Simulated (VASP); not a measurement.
## Bi: single point with PBEsol+D3(BJ)

Crystal: Bi.

```
Bi
1.0
    -1.67563    1.67563    2.43469
     1.67563   -1.67563    2.43469
     1.67563    1.67563   -2.43469
Bi
1
Cartesian
  0.0000 0.0000 0.0000
```

```yaml
Program: VASP 6.6.1
Task: single point
Functional: PBEsol
Dispersion: D3(BJ)
Potentials_or_basis: VASP PAW PBE potentials, release 64 (Bi_d)
Cutoff: 520 eV
k_mesh: 18 × 18 × 18
Occupations: gaussian, width 0.15 eV
Spin: no spin polarisation
Dipole_correction: no
Further_INCAR_settings: ALGO = Fast; EDIFF = 1e-06; NBANDS = 14
```

The pressure is 3.6 GPa, the band gap on the k mesh is zero (an odd number of electrons rules out a gap without spin polarisation) and the dispersion energy per atom is -0.600 eV.

Levels at points of the mesh, in eV from the Fermi level:
| k point | band 5 | band 6 | band 7 | band 8 | band 9 | band 10 |
| --- | --- | --- | --- | --- | --- | --- |
| (0.00, 0.00, 0.00) | -23.02 | -14.62 | 5.82 | 5.82 | 5.85 | 8.94 |
| (0.50, 0.00, 0.00) | -22.92 | -11.03 | -6.15 | 3.67 | 4.15 | 8.18 |
| (0.50, 0.50, 0.00) | -22.88 | -9.50 | -5.14 | 0.11 | 0.31 | 4.04 |
| (0.50, 0.50, 0.50) | -22.90 | -9.82 | -5.36 | 0.56 | 0.56 | 4.35 |

It took 3.4 min on 1 thread of Intel Xeon 8259CL, on a shared host, peak memory 0.3 GiB.

Caveat: the cell stands under pressure; the PAW data sets were made with another functional, which shifts forces and pressure a little; spin-orbit coupling is left out, which moves the levels of the heavy elements.
